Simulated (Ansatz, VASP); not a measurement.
Ru: VASP beside Ansatz

INCAR

```
ALGO     = Fast           # electronic algorithm
EDIFF    = 1E-7           # SCF threshold, eV
ENCUT    = 520            # plane-wave cutoff, eV
GGA      = PE             # functional
ISIF     = 2              # what is computed and relaxed
ISMEAR   = 0              # smearing method
LASPH    = T              # aspherical terms in the spheres
LCHARG   = F              # write CHGCAR
LREAL    = F              # projectors in reciprocal space
LWAVE    = F              # write WAVECAR
NBANDS   = 13             # bands
NELM     = 80             # most SCF steps
PREC     = Accurate       # precision mode
SIGMA    = 0.15           # smearing width, eV
```

The input KPOINTS:

```
k-points
0
Gamma
  22 22 22
```

The input POSCAR:

```
Ru
1.0
    0.0000000000      1.9049209219      2.0578860720
    1.9049209219      0.0000000000      2.0578860720
    1.9049209219      1.9049209219      0.0000000000
Ru
1
Direct
    0.0000000000      0.0000000000      0.0000000000
```

Input for Ansatz:

```yaml
crystal:
  lattice:
    - [0.0, 1.9049209219, 2.057886072]
    - [1.9049209219, 0.0, 2.057886072]
    - [1.9049209219, 1.9049209219, 0.0]
  atoms:
    - { symbol: Ru, position: [0.0, 0.0, 0.0] }
basis:
  ecutwfc: 420
kpoints:
  mp_grid: { grid: [22, 22, 22] }
hamiltonian:
  xc: pbe
scf:
  occupations: { method: gaussian, width: 0.15 }
output:
  forces: true
  stress: true
  eigenvalues: true
  write_density: true
  write_potential: true
  elf: true
  volumetric_format: npy
```

Alike in both runs: task single point; functional PBE; k mesh 22 × 22 × 22; occupations gaussian, width 0.15 eV; no spin polarisation.

|  | VASP | Ansatz |
| --- | --- | --- |
| version | VASP 6.6.1 | Ansatz 0.2.0 |
| potentials or method | VASP PAW PBE potentials, release 64 (Ru_pv), cutoff 520 eV | scalar-relativistic, plane waves, PAW |
| valence electrons in the cell | 14 | 16 |

|  | VASP | Ansatz | Ansatz less VASP |
| --- | --- | --- | --- |
| gap on the k mesh at the Fermi level (eV) | none | none | - |
| pressure (GPa) | -18.8 | -18.7 | +0.12 |
| traceless stress, the component that is largest in VASP (GPa) | -11.20 | -11.22 | -0.027 |

A gap of «none» marks a metal or a gap that the smearing closes. The functional is the same, so the differences come from potentials, cutoffs and numerics. VASP's potentials hold 14 valence electrons a cell and Ansatz's 16, so a difference there can come from the potentials and not from the codes.
